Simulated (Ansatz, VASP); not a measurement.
**Two plane-wave programs on ZnCu**

Contents of INCAR:

```
SYSTEM = ZnCu
ALGO = Fast ; EDIFF = 1E-6
EDIFFG = -0.005 ; ENCUT = 600
GGA = PS ; IBRION = 2
ISIF = 3 ; ISMEAR = 0
LASPH = .True. ; LCHARG = .False.
LREAL = .False. ; LWAVE = .False.
NELM = 100 ; NSW = 70
PREC = Accurate ; SIGMA = 0.1
```

File KPOINTS:

```
k-points
0
Gamma
  14 14 14
  0 0 0
```

File POSCAR:

```
ZnCu
1.0
    2.9631826013      0.0000000000      0.0000000000
    0.0000000000      2.9631826013      0.0000000000
    0.0000000000      0.0000000000      2.9631826013
Zn Cu
1 1
Direct
    0.5000000000      0.5000000000      0.5000000000
    0.0000000000      0.0000000000      0.0000000000
```

Input for Ansatz:

```yaml
crystal:
  lattice:
    - [2.9631826013, 0.0, 0.0]
    - [0.0, 2.9631826013, 0.0]
    - [0.0, 0.0, 2.9631826013]
  atoms:
    - { symbol: Zn, position: [0.5, 0.5, 0.5] }
    - { symbol: Cu, position: [0.0, 0.0, 0.0] }
basis:
  ecutwfc: 420
kpoints:
  mp_grid: { grid: [14, 14, 14] }
hamiltonian:
  xc: pbesol
scf:
  occupations: { method: gaussian, width: 0.1 }
output:
  forces: true
  stress: true
  eigenvalues: true
relax:
  adjacent_minimum: "off"
  f_tol: 0.005
  max_steps: 50
  cell: { stress_tol: 0.05 }
```

Alike in both runs: task relaxation of cell and atoms; functional PBEsol; k mesh 14 × 14 × 14; occupations gaussian, width 0.1 eV; no spin polarisation.

|  | VASP | Ansatz |
| --- | --- | --- |
| version | VASP 6.6.1 | Ansatz 0.2.0 |
| potentials or method | VASP PAW PBE potentials, release 64 (Zn, Cu), cutoff 600 eV | scalar-relativistic, plane waves, PAW |
| valence electrons in the cell | 23 | 31 |

```csv
,VASP,Ansatz,Ansatz less VASP
"gap on the k mesh at the Fermi level, each at its own relaxed structure (eV)",none,none,-
relaxed volume (Å³/atom),12.36,12.30,-0.065
relaxed cell length with the largest relative difference (Å),2.913,2.908,-0.0051
```

VASP's potentials were made for PBE, not for PBEsol. A gap of «none» marks a metal or a gap that the smearing closes. VASP's potentials hold 23 valence electrons a cell and Ansatz's 31, so a difference there can come from the potentials and not from the codes.
